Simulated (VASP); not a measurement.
Write the native input for VASP 6.6.1 that does the following.

- Task: single point
- Functional: LDA
- Potentials or basis: VASP PAW LDA potentials, release 64 (Ir_sv_GW)
- Cutoff: 560 eV
- k mesh: 22 × 22 × 22
- Occupations: gaussian, width 0.15 eV
- Spin: no spin polarisation
- Dipole correction: no
- Further INCAR settings: ALGO = Normal; EDIFF = 1e-06; NBANDS = 14

The structure of Ir lies in POSCAR:

```
Ir
1.0
    0.0000000000      1.7935462743      2.0930685021
    1.7935462743      0.0000000000      2.0930685021
    1.7935462743      1.7935462743      0.0000000000
Ir
1
Direct
    0.0000000000      0.0000000000      0.0000000000
```

These files were run (other wordings do the same):

INCAR

```
PREC     = Accurate       # precision mode
ENCUT    = 560            # plane-wave cutoff, eV
EDIFF    = 1E-6           # SCF threshold, eV
ISMEAR   = 0              # smearing method
SIGMA    = 0.15           # smearing width, eV
LREAL    = False          # projectors in reciprocal space
LASPH    = True           # aspherical terms in the spheres
NELM     = 120            # most SCF steps
ALGO     = Normal         # electronic algorithm
ISIF     = 2              # what is computed and relaxed
LWAVE    = False          # write WAVECAR
LCHARG   = False          # write CHGCAR
NBANDS   = 14             # bands
GGA_COMPAT= False
```

KPOINTS

```
regular mesh
0
Gamma
  22 22 22
```

Potentials or basis: VASP PAW LDA potentials, release 64 (Ir_sv_GW).

Launch:

```console
$ cat potpaw_LDA.64/Ir_sv_GW/POTCAR > POTCAR
$ mpirun -np 1 vasp_std > vasp.out
```

It gave:

```json
{"Pressure": "18.5 GPa", "Band gap on the k mesh": "zero (an odd number of electrons rules out a gap without spin polarisation)"}
```

Caveat: the stress differs along the axes, from -24 to 40 GPa; spin-orbit coupling is left out, which moves the levels of the heavy elements.

It took 60 s on 1 thread of Intel(R) Xeon(R) 6975P-C (Granite Rapids) (shared host), peak memory 0.29 GiB.
